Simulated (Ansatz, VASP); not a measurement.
**Ge: VASP beside Ansatz**

```
Ge
1.0
     4.02269    0.00000    0.00000
    -2.01134    3.48375    0.00000
     0.00000    0.00000   18.86852
Ge
4
Direct
  0.33333 0.66667 0.27476
  0.66667 0.33333 0.23849
  0.88889 0.22222 0.51507
  0.22222 0.88889 0.47880
```

Alike in both runs: task single point; functional PBE; dispersion D3(BJ); k mesh 9 × 9 × 1; occupations gaussian, width 0.1 eV; no spin polarisation.

|  | VASP | Ansatz |
| --- | --- | --- |
| version | VASP 6.6.1 | Ansatz 0.2.0 |
| potentials or method | VASP PAW PBE potentials, release 64 (Ge_d), cutoff 520 eV | scalar-relativistic, plane waves, PAW |
| valence electrons in the cell | 56 | 56 |

|  | VASP | Ansatz | Ansatz less VASP |
| --- | --- | --- | --- |
| gap on the k mesh at the Fermi level (eV) | 0.20 | 0.20 | 0.000 |
| least direct gap on the mesh (eV) | 0.20 | 0.20 | 0.000 |
| rms of the force components (eV/Å) | 0.081 | 0.081 | +0.0003 |

Atom by atom the forces differ by 0.001 eV/Å (rms over components).
